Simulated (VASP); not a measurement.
# B (P6/mmm) in VASP: notebook

B is run at these levels: PBE; tasks: single point.

Program: VASP 6.6.1. These are calculated values, not measurements. Logs are shortened: lines on timing, memory, paths and dates and some standing lists are left out, and cuts for length are marked.

### Step 1. The cell of the first run

Symmetry: P6/mmm, No. 191, hexagonal system. Conventional cell: a = 3.352 Å, b = 3.352 Å, c = 1.912 Å, α = 90.00°, β = 90.00°, γ = 120.00°. B (site symmetry 6/mmm) has 14 B at 1.91 to 2.16 Å within 2.5 Å. B (site symmetry -6m2) has 11 B at 1.91 to 2.16 Å within 2.5 Å.

### Step 2. Single point, PBE

INCAR

```
PREC = Accurate
ENCUT = 520
EDIFF = 1E-6
ISMEAR = 0
SIGMA = 0.1
LREAL = F
LASPH = T
NELM = 100
ALGO = Normal
ISIF = 2
LWAVE = F
LCHARG = F
GGA = PE
NBANDS = 12
```

KPOINTS

```
Automatic mesh
0
Gamma
  6 6 8
```

POSCAR

```
B
1.0
    3.3516162799      0.0000000000      0.0000000000
   -1.6758081399      2.9025848421      0.0000000000
    0.0000000000      0.0000000000      1.9119822887
B
3
Direct
    0.0000000000      0.0000000000      0.0000000000
    0.3333333333      0.6666666667      0.5000000000
    0.6666666667      0.3333333333      0.5000000000
```

Potentials or basis: VASP PAW PBE potentials, release 64 (B).

The run is started by

```
cat potpaw_PBE.64/B/POTCAR > POTCAR
mpirun -np 1 vasp_std > vasp.out
```

OUTCAR:

```text
PREC = Accurate
   ENCUT = 520
   EDIFF = 1E-6
   ISMEAR = 0
   LREAL = F
   LASPH = T
   NELM = 100
   ISIF = 2
   GGA = PE

 ion  position               nearest neighbor table
   1  0.000  0.000  0.000-   2 2.16   3 2.16   2 2.16   3 2.16   2 2.16   2 2.16   3 2.16   3 2.16
                             3 2.16   3 2.16   2 2.16   2 2.16
   2  0.333  0.667  0.500-   3 1.94   3 1.94   3 1.94   1 2.16   1 2.16   1 2.16   1 2.16   1 2.16
                             1 2.16
   3  0.667  0.333  0.500-   2 1.94   2 1.94   2 1.94   1 2.16   1 2.16   1 2.16   1 2.16   1 2.16
                             1 2.16

  LATTYP: Found a hexagonal cell.
 ALAT       =     3.3516162799
 C/A-ratio  =     0.5704657482

  Lattice vectors:

 A1 = (   3.3516162799,   0.0000000000,   0.0000000000)
 A2 = (  -1.6758081399,   2.9025848421,   0.0000000000)
 A3 = (   0.0000000000,   0.0000000000,   1.9119822887)

Analysis of symmetry for initial positions (statically):
=====================================================================
 Subroutine PRICEL returns:
 Original cell was already a primitive cell.

 Routine SETGRP: Setting up the symmetry group for a
 hexagonal supercell.

 Subroutine GETGRP returns: Found 24 space group operations
 (whereof 24 operations were pure point group operations)
 out of a pool of 24 trial point group operations.

The static configuration has the point symmetry D_6h.

Analysis of symmetry for dynamics (positions and initial velocities):
=====================================================================
 Subroutine PRICEL returns:
 Original cell was already a primitive cell.

 Routine SETGRP: Setting up the symmetry group for a
 hexagonal supercell.

 Subroutine GETGRP returns: Found 24 space group operations
 (whereof 24 operations were pure point group operations)
 out of a pool of 24 trial point group operations.

The dynamic configuration has the point symmetry D_6h.

 Subroutine INISYM returns: Found 24 space group operations
 (whereof 24 operations are pure point group operations),
 and found     1 'primitive' translations

----------------------------------------------------------------------------------------

                                     Primitive cell

  volume of cell :      18.6004

  direct lattice vectors                    reciprocal lattice vectors
     3.351616280  0.000000000  0.000000000     0.298363511  0.172260253  0.000000000
[... 99 lines left out ...]
   NELECT =       9.0000    total number of electrons
   NUPDOWN=      -1.0000    fix difference up-down
   EMIN   =  10.00;   EMAX   =-10.00  energy-range for DOS
   EFERMI =   0.00;   METHOD = LEGACY
   ISMEAR =     0;   SIGMA  =   0.10  broadening in eV -4-tet -1-fermi 0-gaus
   EFERMI_NEDOS =   21; number of points for ismear=-14 and -15
   IALGO  =     38    algorithm
   IMIX   =      4    mixing-type and parameters
     AMIX     =   0.40;   BMIX     =  1.00
     AMIX_MAG =   1.60;   BMIX_MAG =  1.00
  volume/ion in A,a.u.               =       6.20        41.84
  Fermi-wavevector in a.u.,A,eV,Ry     =   1.285231  2.428735 22.474370  1.651820
  Thomas-Fermi vector in A             =   2.417378
   LORBIT       =      0    0 simple, 1 ext, 2 COOP (PROOUT), +10 PAW based schemes
   GGA     = PE    functional components
   LHFCALC =     F    Hartree Fock is set to
   AEXX    =    0.0000 exact exchange contribution
   IVDW    =     0    specifies the selected vdW correction
   LEPSILON=     F    determine dielectric tensor
   LRPA    =     F    only Hartree local field effects (RPA)
 non-spin polarized calculation
 Gauss-broadening in eV      SIGMA  =   0.10
  energy-cutoff  :      520.00
  volume of cell :       18.60
 maximum number of plane-waves:       511
 NGX is ok and might be reduce to    28
   NGX = 13   NGY = 13   NGZ =  7

 number of electron       9.0000000 magnetization

 Free energy of the ion-electron system (eV)
  ---------------------------------------------------
  ext. energy  EPLUGINS =         0.00000000
  ---------------------------------------------------
  free energy    TOTEN  =       -15.37483469 eV

  energy without entropy =      -15.37189724  energy(sigma->0) =      -15.37336597

 E-fermi :   9.3325     XC(G=0): -12.8017

 val. band max:        9.3283205064   @ k =   0.1667   0.0000   0.3750
 cond. band min:       9.4425832531   @ k =   0.0000   0.0000   0.2500
 fundamental gap:      0.1142627467
 Fermi energy:         9.3324794962

 k-point     1 :       0.0000    0.0000    0.0000
  band No.  band energies     occupation
      1      -8.6552      2.00000
      2       4.5780      2.00000
      3       4.5780      2.00000
      4       4.7004      2.00000
      5       4.7004      2.00000
      6       8.5487      2.00000
      7       9.0911      1.99936
      8      20.0407      0.00000
      9      24.5313      0.00000
     10      24.5313      0.00000
     11      26.4930      0.00000
     12      27.1904      0.00000
[... 331 lines left out ...]
 k-point    24 :       0.3333    0.0000    0.3750
  band No.  band energies     occupation
      1      -2.5314      2.00000
      2       1.8661      2.00000
      3       5.4882      2.00000
      4       6.1094      2.00000
      5       8.7000      2.00000
      6      11.2739      0.00000
      7      13.4971      0.00000
      8      13.8508      0.00000
      9      17.8561      0.00000
     10      19.1428      0.00000
     11      20.8958      0.00000
     12      22.1049      0.00000

 [... further k-points ...]

------------------------ aborting loop because EDIFF is reached ----------------------------------------

  FORCE on cell =-STRESS in cart. coord.  units (eV):
  Direction    XX          YY          ZZ          XY          YZ          ZX
  --------------------------------------------------------------------------------------
  -------------------------------------------------------------------------------------
  Total        0.0038806      0.0038806      0.0201015      0.0000000      0.0000000      0.0000000
  in kB        0.3342623      0.3342623      1.7314705      0.0000000      0.0000000      0.0000000
  external PRESSURE =       0.7999984 kB  Pullay stress =       0.0000000 kB

 VOLUME and BASIS-vectors are now :
 -----------------------------------------------------------------------------
  energy-cutoff  :      520.00
  volume of cell :       18.60
      direct lattice vectors                 reciprocal lattice vectors
     3.351616280  0.000000000  0.000000000     0.298363511  0.172260253  0.000000000
    -1.675808140  2.902584842  0.000000000     0.000000000  0.344520507  0.000000000
     0.000000000  0.000000000  1.911982289     0.000000000  0.000000000  0.523017397

 POSITION                                       TOTAL-FORCE (eV/Angst)
 -----------------------------------------------------------------------------------
      0.00000      0.00000      0.00000        -0.000000      0.000000      0.000000
     -0.00000      1.93506      0.95599         0.000000      0.000000      0.000000
      1.67581      0.96753      0.95599        -0.000000      0.000000      0.000000
 -----------------------------------------------------------------------------------
    total drift:                                0.000000     -0.000000     -0.000000

  FREE ENERGIE OF THE ION-ELECTRON SYSTEM (eV)
  ---------------------------------------------------
  free  energy   TOTEN  =       -15.3748346941 eV

  energy  without entropy=      -15.3718972431  energy(sigma->0) =      -15.37336597
```

Run time: 8.8 s. Hardware: 1 thread of Intel Xeon 8259CL, shared host; peak memory 0.13 GiB.

Results:

```yaml
Free_energy: -15.3748 eV
Pressure: 0.1 GPa
```

Stress tensor (GPa, compression positive):
```
0.03 0.00 0.00
0.00 0.03 0.00
0.00 0.00 0.17
```

Caveat: the k points lie up to 0.41 Å⁻¹ apart.

### Step 3. Single point, PBE

This run uses another cell than the first one, of 8.11 Å³/atom, 1.308 times its volume.

INCAR

```
ALGO     = Normal         # electronic algorithm
EDIFF    = 1E-6           # SCF threshold, eV
ENCUT    = 520            # plane-wave cutoff, eV
GGA      = PE             # functional
ISIF     = 2              # what is computed and relaxed
ISMEAR   = 0              # smearing method
LASPH    = True           # aspherical terms in the spheres
LCHARG   = False          # write CHGCAR
LREAL    = False          # projectors in reciprocal space
LWAVE    = False          # write WAVECAR
NBANDS   = 12             # bands
NELM     = 60             # most SCF steps
PREC     = Accurate       # precision mode
SIGMA    = 0.1            # smearing width, eV
```

KPOINTS

```
k-points
0
Gamma
  6 6 8
```

POSCAR

```
B
1.0
    3.5789488132      0.0000000000      0.0000000000
   -1.7894744066      3.0994605911      0.0000000000
    0.0000000000      0.0000000000      2.1940512290
B
3
Direct
    0.0000000000      0.0000000000      0.0000000000
    0.3333333333      0.6666666667      0.5000000000
    0.6666666667      0.3333333333      0.5000000000
```

Potentials or basis: VASP PAW PBE potentials, release 64 (B).

The run is started by

```
cat potpaw_PBE.64/B/POTCAR > POTCAR
mpirun -np 1 vasp_std > vasp.out
```

OUTCAR:

```text
EDIFF = 1E-6
   ENCUT = 520
   GGA = PE
   ISIF = 2
   ISMEAR = 0
   LASPH = True
   LREAL = False
   NELM = 60
   PREC = Accurate

 ion  position               nearest neighbor table
   1  0.000  0.000  0.000-
   2  0.333  0.667  0.500-   3 2.07   3 2.07   3 2.07
   3  0.667  0.333  0.500-   2 2.07   2 2.07   2 2.07

  LATTYP: Found a hexagonal cell.
 ALAT       =     3.5789488132
[... 552 lines left out ...]
 [... further k-points ...]

------------------------ aborting loop because EDIFF is reached ----------------------------------------

  FORCE on cell =-STRESS in cart. coord.  units (eV):
  Direction    XX          YY          ZZ          XY          YZ          ZX
  --------------------------------------------------------------------------------------
  -------------------------------------------------------------------------------------
  Total       -5.2531663     -5.2531663     -5.3700863      0.0000000     -0.0000000      0.0000000
  in kB     -345.8146274   -345.8146274   -353.5114417      0.0000000     -0.0000000      0.0000000
  external PRESSURE =    -348.3802322 kB  Pullay stress =       0.0000000 kB

 VOLUME and BASIS-vectors are now :
 -----------------------------------------------------------------------------
  energy-cutoff  :      520.00
  volume of cell :       24.34
      direct lattice vectors                 reciprocal lattice vectors
     3.578948813  0.000000000  0.000000000     0.279411652  0.161318392  0.000000000
    -1.789474407  3.099460591  0.000000000     0.000000000  0.322636785  0.000000000
     0.000000000  0.000000000  2.194051229     0.000000000  0.000000000  0.455777872

 POSITION                                       TOTAL-FORCE (eV/Angst)
 -----------------------------------------------------------------------------------
      0.00000      0.00000      0.00000        -0.000000      0.000000      0.000000
     -0.00000      2.06631      1.09703        -0.000000      0.000000     -0.000000
      1.78947      1.03315      1.09703         0.000000     -0.000000      0.000000
 -----------------------------------------------------------------------------------
    total drift:                                0.000000      0.000000     -0.000000

  FREE ENERGIE OF THE ION-ELECTRON SYSTEM (eV)
  ---------------------------------------------------
  free  energy   TOTEN  =       -14.4724172916 eV

  energy  without entropy=      -14.4683776938  energy(sigma->0) =      -14.47039749
```

OSZICAR:

```text
N       E                     dE             d eps       ncg     rms          rms(c)
DAV:   1     0.494903511568E+01    0.49490E+01   -0.41881E+03   840   0.646E+02
DAV:   2    -0.139185537299E+02   -0.18868E+02   -0.17399E+02  1084   0.110E+02
DAV:   3    -0.145459592085E+02   -0.62741E+00   -0.62193E+00   956   0.151E+01
DAV:   4    -0.145481403771E+02   -0.21812E-02   -0.21685E-02   872   0.704E-01
DAV:   5    -0.145481416969E+02   -0.13198E-05   -0.13198E-05   916   0.186E-02    0.228E+00
DAV:   6    -0.144767411688E+02    0.71401E-01   -0.26394E-01   840   0.204E+00    0.114E+00
DAV:   7    -0.144737707284E+02    0.29704E-02   -0.10202E-02   856   0.715E-01    0.629E-01
DAV:   8    -0.144724226803E+02    0.13480E-02   -0.24450E-03   844   0.380E-01    0.404E-02
DAV:   9    -0.144724188994E+02    0.37809E-05   -0.10424E-04   912   0.586E-02    0.183E-02
DAV:  10    -0.144724174265E+02    0.14730E-05   -0.52400E-06   840   0.175E-02    0.317E-03
DAV:  11    -0.144724172916E+02    0.13492E-06   -0.47947E-07   420   0.376E-03
   1 F= -.14472417E+02 E0= -.14470397E+02  d E =-.403960E-02
```

It took 11 s on 1 thread of Intel Xeon 8259CL, shared host; peak memory 0.13 GiB.

What came out:

* Free energy: -14.4724 eV
* Pressure: -34.8 GPa
